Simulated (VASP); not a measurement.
# HfBF (P4/nmm) in VASP: a series of runs

The runs below take HfBF through single point, with PBE.

Program: VASP 6.6.1. These are calculated values, not measurements. Logs are shortened: lines on timing, memory, paths and dates and some standing lists are left out, and cuts for length are marked.

## Step 1: The cell of the first run

The structure is tetragonal, space group P4/nmm (No. 129). The conventional cell has a = 3.516 Å, b = 3.516 Å, c = 6.671 Å, α = 90.00°, β = 90.00°, γ = 90.00°. Within 3.2 Å of Hf (site symmetry -4m2) lie 4 B at 2.41 Å and 4 Hf at 2.49 Å and 4 F at 2.91 Å. Within 3.2 Å of B (site symmetry 4mm) lie 4 Hf at 2.41 Å and 5 F at 2.57 to 2.70 Å. F (site symmetry 4mm) has 5 B at 2.57 to 2.70 Å and 4 Hf at 2.91 Å and 8 F at 3.21 to 3.52 Å within 3.6 Å.

The cell was generated, and may not be a known phase.

## Step 2: Single point, PBE

File INCAR:

```
SYSTEM = HfBF
PREC = Accurate ; ENCUT = 520
EDIFF = 1E-7 ; ISMEAR = 0
SIGMA = 0.1 ; LREAL = .False.
LASPH = .True. ; NELM = 100
ALGO = Normal ; ISIF = 2
LWAVE = .False. ; LCHARG = .False.
GGA = PE ; NBANDS = 29
```

File KPOINTS:

```
Automatic mesh
0
Gamma
  6 6 4
  0 0 0
```

File POSCAR:

```
HfBF
1.0
    3.5164517100      0.0000000000      0.0000000000
    0.0000000000      3.5164517100      0.0000000000
    0.0000000000      0.0000000000      6.6712576900
Hf B F
2 2 2
Direct
    0.5000000000      0.5000000000      0.0000000000
    0.0000000000      0.0000000000      0.0000000000
    0.5000000000      0.0000000000      0.2480859800
    0.0000000000      0.5000000000      0.7519140200
    0.0000000000      0.5000000000      0.3474483500
    0.5000000000      0.0000000000      0.6525516500
```

Potentials or basis: VASP PAW PBE potentials, release 64 (Hf_pv, B, F).

Launch:

```bash
$ cat potpaw_PBE.64/Hf_pv/POTCAR potpaw_PBE.64/B/POTCAR potpaw_PBE.64/F/POTCAR > POTCAR
$ mpirun -np 1 vasp_std > vasp.out
```

OUTCAR:

```text
SYSTEM = HfBF
   PREC = Accurate
   ENCUT = 520
   EDIFF = 1E-7
   ISMEAR = 0
   LREAL = .False.
   LASPH = .True.
   NELM = 100
   ISIF = 2
   GGA = PE

 ion  position               nearest neighbor table
   1  0.500  0.500  0.000-   3 2.41   4 2.41   3 2.41   4 2.41   2 2.49   2 2.49   2 2.49   2 2.49

   2  0.000  0.000  0.000-   3 2.41   4 2.41   4 2.41   3 2.41   1 2.49   1 2.49   1 2.49   1 2.49

   3  0.500  0.000  0.248-   1 2.41   2 2.41   1 2.41   2 2.41
   4  0.000  0.500  0.752-   1 2.41   2 2.41   2 2.41   1 2.41
   5  0.000  0.500  0.347-
   6  0.500  0.000  0.653-

  LATTYP: Found a simple tetragonal cell.
 ALAT       =     3.5164517100
 C/A-ratio  =     1.8971560653

  Lattice vectors:

 A1 = (   3.5164517100,   0.0000000000,   0.0000000000)
 A2 = (   0.0000000000,   3.5164517100,   0.0000000000)
 A3 = (   0.0000000000,   0.0000000000,   6.6712576900)

Analysis of symmetry for initial positions (statically):
=====================================================================
 Subroutine PRICEL returns:
 Original cell was already a primitive cell.

 Routine SETGRP: Setting up the symmetry group for a
 simple tetragonal supercell.

 Subroutine GETGRP returns: Found 16 space group operations
 (whereof  8 operations were pure point group operations)
 out of a pool of 16 trial point group operations.

The static configuration has the point symmetry D_2d.
 The point group associated with its full space group is D_4h.

Analysis of symmetry for dynamics (positions and initial velocities):
=====================================================================
 Subroutine PRICEL returns:
 Original cell was already a primitive cell.

 Routine SETGRP: Setting up the symmetry group for a
 simple tetragonal supercell.

 Subroutine GETGRP returns: Found 16 space group operations
 (whereof  8 operations were pure point group operations)
 out of a pool of 16 trial point group operations.

The dynamic configuration has the point symmetry D_2d.
 The point group associated with its full space group is D_4h.

 Subroutine INISYM returns: Found 16 space group operations
 (whereof  8 operations are pure point group operations),
 and found     1 'primitive' translations

----------------------------------------------------------------------------------------

                                     Primitive cell
[... 100 lines left out ...]
   LREAL  =      F    real-space projection
   EDIFFG = 0.1E-05   stopping-criterion for IOM
   NSW    =      0    number of steps for IOM
   IBRION =     -1    ionic relax: 0-MD 1-quasi-New 2-CG
   NFREE  =      0    steps in history (QN), initial steepest desc. (CG)
   ISIF   =      2    stress and relaxation
   ISYM   =      2    0-nonsym 1-usesym 2-fastsym
   POTIM  = 0.5000    time-step for ionic-motion
   TEBEG  =    0.0;   TEEND  =   0.0 temperature during run
   PSTRESS=    0.0 pullay stress
   NELECT =      40.0000    total number of electrons
   NUPDOWN=      -1.0000    fix difference up-down
   EMIN   =  10.00;   EMAX   =-10.00  energy-range for DOS
   EFERMI =   0.00;   METHOD = LEGACY
   ISMEAR =     0;   SIGMA  =   0.10  broadening in eV -4-tet -1-fermi 0-gaus
   EFERMI_NEDOS =   21; number of points for ismear=-14 and -15
   IALGO  =     38    algorithm
   IMIX   =      4    mixing-type and parameters
     AMIX     =   0.40;   BMIX     =  1.00
     AMIX_MAG =   1.60;   BMIX_MAG =  1.00
  volume/ion in A,a.u.               =      13.75        92.78
  Fermi-wavevector in a.u.,A,eV,Ry     =   1.286143  2.430457 22.506254  1.654163
  Thomas-Fermi vector in A             =   2.418235
   LORBIT       =      0    0 simple, 1 ext, 2 COOP (PROOUT), +10 PAW based schemes
   GGA     = PE    functional components
   LHFCALC =     F    Hartree Fock is set to
   AEXX    =    0.0000 exact exchange contribution
   IVDW    =     0    specifies the selected vdW correction
   LEPSILON=     F    determine dielectric tensor
   LRPA    =     F    only Hartree local field effects (RPA)
 non-spin polarized calculation
 Gauss-broadening in eV      SIGMA  =   0.10
  energy-cutoff  :      520.00
  volume of cell :       82.49
 maximum number of plane-waves:      2264
 NGX is ok and might be reduce to    28
   NGX = 13   NGY = 13   NGZ = 25

 number of electron      40.0000008 magnetization

 Free energy of the ion-electron system (eV)
  ---------------------------------------------------
  ext. energy  EPLUGINS =         0.00000000
  ---------------------------------------------------
  free energy    TOTEN  =       -31.16767432 eV

  energy without entropy =      -31.14738848  energy(sigma->0) =      -31.15753140

 E-fermi :   2.8916     XC(G=0): -10.5788

 val. band max:        2.8144968076   @ k =   0.3333   0.1667   0.5000
 cond. band min:       2.9027317496   @ k =   0.3333   0.1667   0.2500
 fundamental gap:      0.0882349420
 Fermi energy:         2.8916331878

 k-point     1 :       0.0000    0.0000    0.0000
  band No.  band energies     occupation
      1     -28.5766      2.00000
      2     -28.5766      2.00000
      3     -27.5032      2.00000
      4     -26.5443      2.00000
      5     -25.8075      2.00000
      6     -25.8075      2.00000
[... 757 lines left out ...]
     28       7.0445      0.00000
     29       9.4163      0.00000

 [... further k-points ...]

------------------------ aborting loop because EDIFF is reached ----------------------------------------

  FORCE on cell =-STRESS in cart. coord.  units (eV):
  Direction    XX          YY          ZZ          XY          YZ          ZX
  --------------------------------------------------------------------------------------
  -------------------------------------------------------------------------------------
  Total       19.5693257     19.5693257     -8.3579150      0.0000000      0.0000000      0.0000000
  in kB      380.0750943    380.0750943   -162.3272767      0.0000000      0.0000000      0.0000000
  external PRESSURE =     199.2743040 kB  Pullay stress =       0.0000000 kB

 VOLUME and BASIS-vectors are now :
 -----------------------------------------------------------------------------
  energy-cutoff  :      520.00
  volume of cell :       82.49
      direct lattice vectors                 reciprocal lattice vectors
     3.516451710  0.000000000  0.000000000     0.284377572  0.000000000  0.000000000
     0.000000000  3.516451710  0.000000000     0.000000000  0.284377572  0.000000000
     0.000000000  0.000000000  6.671257690     0.000000000  0.000000000  0.149896773

 POSITION                                       TOTAL-FORCE (eV/Angst)
 -----------------------------------------------------------------------------------
      1.75823      1.75823      0.00000         0.000000     -0.000000     -0.000000
      0.00000      0.00000      0.00000        -0.000000      0.000000     -0.000000
      1.75823      0.00000      1.65505        -0.000000      0.000000     -0.495589
      0.00000      1.75823      5.01621        -0.000000     -0.000000      0.495589
      0.00000      1.75823      2.31792        -0.000000      0.000000     -0.515662
      1.75823      0.00000      4.35334         0.000000      0.000000      0.515662
 -----------------------------------------------------------------------------------
    total drift:                                0.000000      0.000000      0.000000

  FREE ENERGIE OF THE ION-ELECTRON SYSTEM (eV)
  ---------------------------------------------------
  free  energy   TOTEN  =       -31.1676743184 eV

  energy  without entropy=      -31.1473884777  energy(sigma->0) =      -31.15753140
```

stdout:

```text
POSCAR found type information on POSCAR HfB F
 POSCAR found :  3 types and       6 ions
 scaLAPACK will be used
 LDA part: xc-table for (Slater+PW92), standard interpolation
 POSCAR, INCAR and KPOINTS ok, starting setup
 FFT: planning ... GRIDC
 FFT: planning ... GRID_SOFT
 FFT: planning ... GRID
 WAVECAR not read
 entering main loop
```

Wall time 100 s (1 thread of Oxide Virtual Turin-like, shared host); peak memory 0.19 GiB.

What came out:

| Item | Value |
| --- | --- |
| Free energy | -31.1677 eV |
| Pressure | 19.9 GPa |
| Largest force | 0.516 eV/Å |
| Band gap on the k mesh | zero (bands 20 and 21 overlap by 1.81 eV) |

Forces in eV/Å, atoms in the order of the input:
```
Hf   0.000  0.000  0.000
Hf   0.000  0.000  0.000
B    0.000  0.000 -0.496
B    0.000  0.000  0.496
F    0.000  0.000 -0.516
F    0.000  0.000  0.516
```

Stress tensor (GPa, compression positive):
```
 38.01   0.00   0.00
  0.00  38.01   0.00
  0.00   0.00 -16.23
```

Caveat: the stress differs along the axes, from -16 to 38 GPa; spin-orbit coupling is left out, which moves the levels of the heavy elements.

## Step 3: Single point, PBE

This run uses another cell than the first one, of 13.92 Å³/atom.

File INCAR:

```
ALGO = Normal
EDIFF = 1E-7
ENCUT = 520
GGA = PE
ISIF = 2
ISMEAR = 0
LASPH = T
LCHARG = T
LELF = T
LREAL = F
LVHAR = T
LWAVE = F
NBANDS = 29
NELM = 60
PREC = Accurate
SIGMA = 0.1
```

File KPOINTS:

```
k-points
0
Gamma
  6 6 4
```

File POSCAR:

```
HfBF
1.0
    4.4470064272      0.0000000000      0.0000000000
    0.0000000000      4.4470064272      0.0000000000
    0.0000000000      0.0000000000      4.2244259657
Hf B F
2 2 2
Direct
    0.5000000000      0.5000000000      0.0000000000
    0.0000000000      0.0000000000      0.0000000000
    0.5000000000      0.0000000000      0.2552868742
    0.0000000000      0.5000000000      0.7447131258
    0.0000000000      0.5000000000      0.3782523770
    0.5000000000      0.0000000000      0.6217476230
```

Potentials or basis: VASP PAW PBE potentials, release 64 (Hf_pv, B, F).

Launch:

```bash
$ cat potpaw_PBE.64/Hf_pv/POTCAR potpaw_PBE.64/B/POTCAR potpaw_PBE.64/F/POTCAR > POTCAR
$ mpirun -np 1 vasp_std > vasp.out
```

Run time: 1.7 min. Hardware: 1 thread of Oxide Virtual Turin-like, shared host; peak memory 0.2 GiB.

It converged, with:

```
Free energy            : -40.0807 eV
Pressure               : -0.5 GPa
Largest force          : 0.134 eV/Å
Band gap on the k mesh : zero (bands 20 and 21 overlap by 0.16 eV)
```

Forces on the atoms (eV/Å):
```
Hf   0.000  0.000  0.000
Hf   0.000  0.000  0.000
B    0.000  0.000 -0.081
B    0.000  0.000  0.081
F    0.000  0.000 -0.134
F    0.000  0.000  0.134
```

Stress tensor (GPa, compression positive):
```
-0.82  0.00  0.00
 0.00 -0.82  0.00
 0.00  0.00  0.16
```

Levels at points of the mesh, in eV from the Fermi level:
```
           k point  band 17  band 18  band 19  band 20  band 21  band 22  band 23  band 24
(0.00, 0.00, 0.00)    -1.10    -1.10    -0.94    -0.63     0.44     0.44     0.59     4.58
(0.50, 0.00, 0.00)    -0.94    -0.94    -0.83    -0.83     0.87     0.87     1.77     1.77
(0.50, 0.50, 0.00)    -2.05    -2.05     0.10     0.10     0.70     0.70     2.12     2.12
(0.00, 0.00, 0.50)    -0.81    -0.39    -0.39     0.10     0.19     0.19     1.52     3.33
(0.50, 0.00, 0.50)    -1.60    -1.60    -0.84    -0.84     1.08     1.08     1.97     1.97
(0.50, 0.50, 0.50)    -3.06    -3.06    -0.48    -0.48     1.21     1.21     2.41     2.41
```

Caveat: the k points lie up to 0.37 Å⁻¹ apart; spin-orbit coupling is left out, which moves the levels of the heavy elements.

The gap in the log of VASP goes by the Fermi energy; the results here count the filled bands.